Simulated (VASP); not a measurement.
A run of VASP 6.6.1:

File POSCAR:

```
Si
1.0
   -1.6513186540      1.6513186540      1.2807199545
    1.6513186540     -1.6513186540      1.2807199545
    1.6513186540      1.6513186540     -1.2807199545
Si
1
Direct
    0.0000000000      0.0000000000      0.0000000000
```

INCAR.step1

```
ALGO = Normal ; EDIFF = 1E-4
ENCUT = 520 ; GGA = PE
ISMEAR = 0 ; LASPH = T
LCHARG = F ; LREAL = F
LWAVE = T ; NBANDS = 8
NELM = 100 ; PREC = Accurate
SIGMA = 0.15
```

INCAR.step2

```
ALGO = Normal ; EDIFF = 1E-6
ENCUT = 520 ; ISIF = 2
ISMEAR = 0 ; ISTART = 1
LASPH = T ; LCHARG = T
LELF = T ; LMIXTAU = T
LREAL = F ; LVHAR = T
LWAVE = F ; METAGGA = R2SCAN
NBANDS = 8 ; NELM = 100
PREC = Accurate ; SIGMA = 0.15
```

File KPOINTS:

```
k-points
0
Gamma
  22 22 22
```

Potentials or basis: VASP PAW PBE potentials, release 64 (Si).

Launch:

```bash
$ cat potpaw_PBE.64/Si/POTCAR > POTCAR
$ cp INCAR.step1 INCAR
$ mpirun -np 1 vasp_std > vasp.out
$ cp INCAR.step2 INCAR
$ mpirun -np 1 vasp_std > vasp.out
```

Hardware: 1 thread of Intel Xeon 8259CL, with other jobs on the host.

Question: Estimate the wall time of this run.

Answer: It took 4.5 min on 1 thread of Intel Xeon 8259CL, on a shared host, peak memory 0.19 GiB. Counts: k points 834.
